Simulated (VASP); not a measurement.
A run of VASP 6.6.1 is set up as follows.

File INCAR:

```
SYSTEM = Ru
PREC = Accurate
ENCUT = 520
EDIFF = 1E-6
ISMEAR = -1
SIGMA = 0.05
LREAL = .False.
LASPH = .True.
NELM = 100
ALGO = Fast
ISIF = 2
LWAVE = .False.
LCHARG = .True.
LELF = .True.
LVHAR = .True.
NBANDS = 21
```

Contents of KPOINTS:

```
Automatic mesh
0
Gamma
  11 11 6
  0 0 0
```

POSCAR

```
Ru
1.0
    2.7414067149      0.0000000000      0.0000000000
   -1.3707033574      2.3741278572      0.0000000000
    0.0000000000      0.0000000000      4.3382472512
Ru
2
Direct
    0.6666666667      0.3333333333      0.7500000000
    0.3333333333      0.6666666667      0.2500000000
```

Potentials or basis: VASP PAW LDA potentials, release 64 (Ru_pv).

The run is started by

```console
$ cat potpaw_LDA.64/Ru_pv/POTCAR > POTCAR
$ mpirun -np 1 vasp_std > vasp.out
```

(1) What does it give for the pressure?

(2) What does it give for the band gap on the k mesh?

Results:

(1) -22.5 GPa.

(2) zero (band 14 reaches 13.39 eV, above the bottom of band 15 at 10.49 eV).
